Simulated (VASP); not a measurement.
Wanted: the native input for a VASP 6.6.1 run.

```
Task                   : single point
Functional             : PBE
Potentials or basis    : VASP PAW PBE potentials, release 64 (Si, O)
Cutoff                 : 520 eV
k mesh                 : 1 × 1 × 1, shifted
Occupations            : fermi-dirac, width 0.2482 eV
Spin                   : no spin polarisation
Dipole correction      : no
Further INCAR settings : ALGO = Normal; EDIFF = 1e-06; NBANDS = 75; ISYM = 0
```

The structure of Si4O7 lies in POSCAR:

```
Si4O7
1.0
    7.0842070000      0.0663610000      0.0972760000
    0.0663610000      6.9740900000     -0.0358550000
    0.0972760000     -0.0358550000      7.1323860000
Si O
8 14
Direct
    0.5044478263      0.1319571099      0.1100104026
    0.5590648532      0.2088108168      0.5348077515
    0.5685073084      0.7377544180     -0.0094429735
    0.3745251179      0.3866239370      0.7871703937
    1.1116857168      0.6789204047      0.6071839566
    0.1793204213      0.8785408965      0.2522427292
    0.9733723306      0.0291354847      0.9149478009
    0.9577739407      0.5907300985      0.2061834861
    0.2068196515      0.8661946535      0.4943586650
    0.3478215882      0.1807626096      0.6180587465
    0.7412112974      0.6356417980      0.1328581861
    0.5280684762      0.2363532017      0.3054707155
    1.1280498490      0.7172557770      0.1068151708
    0.1450103336      0.5041453847      0.7658434509
    0.9055195971      0.8100876238      0.8336126743
    0.6827823990     -0.0162498462      0.0283986342
    0.4005709687      0.2431303856     -0.0467025343
    1.0525530876      1.0688639769      0.1397586956
    0.5158292048      0.4606489152      0.6506745099
    0.3756233626      0.9392881707      0.1946445466
    0.9698020021      0.5992983409      0.4361901308
    0.7114304674      0.0484900819      0.5496983060
```

The input as run:

INCAR

```
SYSTEM = Si4O7
  PREC = Accurate
  ENCUT = 520
  EDIFF = 1E-6
  ISMEAR = -1
  SIGMA = 0.2482
  LREAL = .FALSE.
  LASPH = .TRUE.
  NELM = 120
  ALGO = Normal
  ISIF = 2
  LWAVE = .FALSE.
  LCHARG = .FALSE.
  GGA = PE
  NBANDS = 75
  ISYM = 0
  GGA_COMPAT = .FALSE.
```

KPOINTS

```
Automatic mesh
0
Gamma
  1 1 1
  0.25 0.25 0.25
```

Potentials or basis: VASP PAW PBE potentials, release 64 (Si, O).

Run with:

```console
$ cat potpaw_PBE.64/Si/POTCAR potpaw_PBE.64/O/POTCAR > POTCAR
$ mpirun -np 1 vasp_std > vasp.out
```

Results of the run:

```json
{"Pressure": "-0.2 GPa", "Largest force": "8.287 eV/Å", "Band gap on the k mesh": "0.62 eV"}
```

Caveat: the k points lie up to 0.90 Å⁻¹ apart.

Run time: 71 s on 1 thread of AMD EPYC 7R43 64-Core Processor (Zen 3), on a shared host, peak memory 0.36 GiB.
